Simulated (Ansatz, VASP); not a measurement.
# One calculation of TiO2, two programs

The input INCAR:

```
PREC = Accurate
ENCUT = 520
EDIFF = 1E-6
ISMEAR = 0
SIGMA = 0.05
LREAL = F
LASPH = T
NELM = 60
ALGO = Normal
ISIF = 2
LWAVE = F
LCHARG = T
GGA = PE
LELF = T
LVHAR = T
NBANDS = 33
```

File KPOINTS:

```
Automatic mesh
0
Gamma
  10 10 10
```

The input POSCAR:

```
TiO2
1.0
   -1.8996112692      1.8996112692      4.9211751310
    1.8996112692     -1.8996112692      4.9211751310
    1.8996112692      1.8996112692     -4.9211751310
Ti O
2 4
Direct
    0.0000000000      0.0000000000      0.0000000000
    0.7500000000      0.2500000000      0.5000000000
    0.2065067269      0.2065067269      0.0000000000
    0.9565067269      0.4565067269      0.5000000000
    0.5434932731      0.0434932731      0.5000000000
    0.7934932731      0.7934932731      0.0000000000
```

Input for Ansatz:

```yaml
crystal:
  lattice:
    - [-1.8996112692, 1.8996112692, 4.921175131]
    - [1.8996112692, -1.8996112692, 4.921175131]
    - [1.8996112692, 1.8996112692, -4.921175131]
  atoms:
    - { symbol: Ti, position: [0.0, 0.0, 0.0] }
    - { symbol: Ti, position: [0.75, 0.25, 0.5] }
    - { symbol: O, position: [0.2065067269, 0.2065067269, 0.0] }
    - { symbol: O, position: [0.9565067269, 0.4565067269, 0.5] }
    - { symbol: O, position: [0.5434932731, 0.0434932731, 0.5] }
    - { symbol: O, position: [0.7934932731, 0.7934932731, 0.0] }
basis:
  ecutwfc: 420
kpoints:
  mp_grid: { grid: [10, 10, 10] }
hamiltonian:
  xc: pbe
scf:
  occupations: { method: gaussian, width: 0.05 }
output:
  forces: true
  stress: true
  eigenvalues: true
```

Change from the starting cell: strain +0.000 along x and y, +0.015 along z, atoms carried along.

Alike in both runs: task single point; functional PBE; k mesh 10 × 10 × 10; occupations gaussian, width 0.05 eV; no spin polarisation.

```csv
,VASP,Ansatz
version,VASP 6.6.1,Ansatz 0.2.0
potentials or method,"VASP PAW PBE potentials, release 64 (Ti_sv, O), cutoff 520 eV","scalar-relativistic, plane waves, PAW"
valence electrons in the cell,48,48
```

VASP gave:

| Property | Result |
| --- | --- |
| gap on the k mesh at the Fermi level (eV) | 2.09 |
| least direct gap on the mesh (eV) | 2.40 |
| pressure (GPa) | -2.4 |
| traceless stress, the component that is largest in VASP (GPa) | -1.99 |
| rms of the force components (eV/Å) | 0.099 |

Task: Estimate Ansatz's values.

Result: gap on the k mesh at the Fermi level (eV): 2.11; least direct gap on the mesh (eV): 2.42; pressure (GPa): -3.0; traceless stress, the component that is largest in VASP (GPa): -1.96; rms of the force components (eV/Å): 0.105.

Atom by atom the forces differ by 0.006 eV/Å (rms over components). The functional is the same, so the differences come from potentials, cutoffs and numerics.
